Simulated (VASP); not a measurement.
# SiOs2: single point with PBE

The system is SiOs2.

```
CELL_PARAMETERS angstrom
-1.44811 1.44811 4.80780
1.44811 -1.44811 4.80780
1.44811 1.44811 -4.80780
ATOMIC_POSITIONS crystal
Si 0.00000 0.00000 0.00000
Os 0.65089 0.65089 0.00000
Os 0.34911 0.34911 0.00000
```

```
Program             : VASP 6.6.1
Task                : single point
Functional          : PBE
Potentials or basis : VASP PAW PBE potentials, release 64 (Si, Os)
Cutoff              : 520 eV
k mesh              : 8 × 8 × 8
Occupations         : gaussian, width 0.1 eV
Spin                : no spin polarisation
```

* Pressure: 0.5 GPa
* Largest force: 0.041 eV/Å
* Band gap on the k mesh: zero (band 10 reaches 12.00 eV, above the bottom of band 11 at 9.57 eV)

Forces in eV/Å, atoms in the order of the input:
```
Si   0.000  0.000  0.000
Os   0.000  0.000 -0.041
Os   0.000  0.000  0.041
```

Stress tensor (GPa, compression positive):
```
0.63 0.00 0.00
0.00 0.63 0.00
0.00 0.00 0.16
```

Levels at points of the mesh, in eV from the Fermi level:
```
           k point  band 6  band 7  band 8  band 9  band 10  band 11  band 12  band 13  band 14  band 15
(0.00, 0.00, 0.00)   -2.00   -2.00   -1.97   -1.97    -1.90    -0.66     0.78     0.91     7.58     7.58
(0.50, 0.00, 0.00)   -3.11   -3.04   -2.98   -2.89    -0.76     0.15     1.67     2.00     4.68     8.05
(0.50, 0.50, 0.00)   -3.91   -1.86   -1.27    0.87     1.35     1.75     1.83     2.29     4.07     5.33
(0.50, 0.50, 0.50)   -3.39   -3.39   -0.47   -0.44     0.49     0.51     0.51     3.47     4.56     4.56
```

Run time: 60 s on 1 thread of Intel(R) Xeon(R) Platinum 8559C (Emerald Rapids) (shared host), peak memory 0.26 GiB.

Caveat: the k points lie up to 0.38 Å⁻¹ apart; spin-orbit coupling is left out, which moves the levels of the heavy elements.
